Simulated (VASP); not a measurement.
**W: single point with PBE**

W:

```
W
1.0
    -1.56096    1.56096    1.56096
     1.56096   -1.56096    1.56096
     1.56096    1.56096   -1.56096
W
1
Direct
  0.00000 0.00000 0.00000
```

```json
{
  "Program": "VASP 6.6.1",
  "Task": "single point",
  "Functional": "PBE",
  "Potentials or basis": "VASP PAW PBE potentials, release 64 (W_sv)",
  "Cutoff": "500 eV",
  "k mesh": "13 × 13 × 13",
  "Occupations": "fermi-dirac, width 0.15 eV",
  "Spin": "no spin polarisation",
  "Dipole correction": "no",
  "Further INCAR settings": "ALGO = Normal; EDIFF = 1e-06; NBANDS = 13"
}
```

| Quantity | Value |
| --- | --- |
| Pressure | 20.8 GPa |
| Band gap on the k mesh | zero (band 7 reaches 16.82 eV, above the bottom of band 8 at 10.75 eV) |

Levels at points of the mesh, in eV from the Fermi level:
| k point | band 4 | band 5 | band 6 | band 7 | band 8 | band 9 | band 10 | band 11 |
| --- | --- | --- | --- | --- | --- | --- | --- | --- |
| (0.00, 0.00, 0.00) | -37.64 | -9.88 | -1.31 | -1.31 | -1.31 | 2.35 | 2.35 | 14.60 |

Run time: 5 s on 1 thread of Intel(R) Xeon(R) 6975P-C (Granite Rapids) (shared host), peak memory 0.13 GiB.

Caveat: spin-orbit coupling is left out, which moves the levels of the heavy elements.
